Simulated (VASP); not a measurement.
The system is Zn.

```
CELL_PARAMETERS angstrom
2.93303 0.00000 0.00000
-1.46651 2.54007 0.00000
0.00000 0.00000 6.42978
ATOMIC_POSITIONS crystal
Zn 0.00000 0.50000 0.16667
Zn 0.50000 0.50000 0.83333
Zn 0.50000 0.00000 0.50000
```

* Program: VASP 6.6.1
* Task: relaxation of cell and atoms
* Functional: PBE
* Potentials or basis: VASP PAW PBE potentials, release 64 (Zn)
* Cutoff: 600 eV
* k mesh: 18 × 18 × 8
* Occupations: gaussian, width 0.1 eV
* Spin: no spin polarisation

At the start: pressure -0.1 GPa; volume 15.97 Å³/atom.

**Question.** Where does the relaxation end?

**Answer.** Over 17 steps the energy falls by 35.2 meV/atom and the volume is 15.84 Å³/atom (-0.8 %); space group P6_222 (No. 180, to 0.05 Å).

Step by step:
```
step  energy change (eV)  largest force (eV/Å)  pressure (GPa)  volume (Å³)
   1              0.0000                0.0000           -0.14        47.90
   2             -0.0199                0.0000           -0.49        47.80
   3             -0.0491                0.0000           -0.62        47.39
   4             -0.0909                0.0000            1.26        46.14
   5              0.5689                0.0000           22.89        42.15
   6             -0.0937                0.0000            1.30        45.98
   7             -0.0938                0.0000            1.82        45.78
   8             -0.0909                0.0000           -2.12        49.22
   9             -0.1025                0.0000           -0.10        47.26
  10             -0.1025                0.0000           -0.39        47.43
  11             -0.1025                0.0000           -0.35        47.36
  12             -0.1025                0.0000           -0.29        47.31
  13             -0.1043                0.0000           -0.23        47.41
  14             -0.1052                0.0000           -0.12        47.48
  15             -0.1052                0.0000            0.06        47.60
  16             -0.1055                0.0000            0.05        47.55
  17             -0.1056                0.0000           -0.01        47.52
```

Final structure:
```
Zn
1.0
     2.63443    0.00000    0.00000
    -1.31721    2.28148    0.00000
     0.00000    0.00000    7.90585
Zn
3
Direct
  0.00000 0.50000 0.16667
  0.50000 0.50000 0.83333
  0.50000 0.00000 0.50000
```
